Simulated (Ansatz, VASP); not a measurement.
## MgS in VASP and in Ansatz

```
Mg S
1.0
     0.00000    2.59131    2.59131
     2.59131    0.00000    2.59131
     2.59131    2.59131    0.00000
Mg S
1 1
Cartesian
  0.0000 0.0000 0.0000
  2.5913 2.5913 2.5913
```

Alike in both runs: functional PBEsol; k mesh 6 × 6 × 6; occupations gaussian, width 0.02 eV; no spin polarisation.

Ansatz relaxed the structure, and its values are those at the end. VASP's run is a single point on that final structure, the one shown.

|  | VASP | Ansatz |
| --- | --- | --- |
| version | VASP 6.6.1 | Ansatz 0.2.0 |
| potentials or method | VASP PAW PBE potentials, release 64 (Mg, S), cutoff 600 eV | scalar-relativistic, plane waves, PAW |
| valence electrons in the cell | 8 | 16 |

Ansatz gave:

| Property | Result |
| --- | --- |
| gap on the k mesh at the Fermi level (eV) | 2.72 |
| least direct gap on the mesh (eV) | 3.69 |
| pressure (GPa) | 0.0 |

Problem. Which values does VASP return?

Solution. gap on the k mesh at the Fermi level (eV): 2.73; least direct gap on the mesh (eV): 3.69; pressure (GPa): -0.2.

VASP's potentials were made for PBE, not for PBEsol. VASP's potentials hold 8 valence electrons a cell and Ansatz's 16, so a difference there can come from the potentials and not from the codes.
